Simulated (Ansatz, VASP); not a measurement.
Two plane-wave programs on PtSe2

```
CELL_PARAMETERS angstrom
0.00000 3.14524 3.14524
3.14524 0.00000 3.14524
3.14524 3.14524 0.00000
ATOMIC_POSITIONS crystal
Pt 0.00000 0.00000 0.00000
Se 0.25000 0.25000 0.25000
Se 0.75000 0.75000 0.75000
```

Alike in both runs: functional PBE; k mesh 10 × 10 × 10; occupations fermi-dirac, width 0.05 eV; no spin polarisation.

Ansatz relaxed the structure, and its values are those at the end. VASP's run is a single point on that final structure, the one shown.

```csv
,VASP,Ansatz
version,VASP 6.6.1,Ansatz 0.2.0
potentials or method,"VASP PAW PBE potentials, release 64 (Pt, Se)","PAW with Ansatz's default frozen-core files, scalar-relativistic"
plane-wave cutoff (eV),520,420
valence electrons in the cell,22,50
```

|  | VASP | Ansatz | Ansatz less VASP |
| --- | --- | --- | --- |
| pressure (GPa) | -0.1 | 0.0 | +0.06 |

With one functional, cell and mesh, what is left measures potentials, basis and numerics. VASP's potentials hold 22 valence electrons a cell and Ansatz's 50, so a difference there can come from the potentials and not from the codes.

Neither program's run includes spin-orbit coupling.
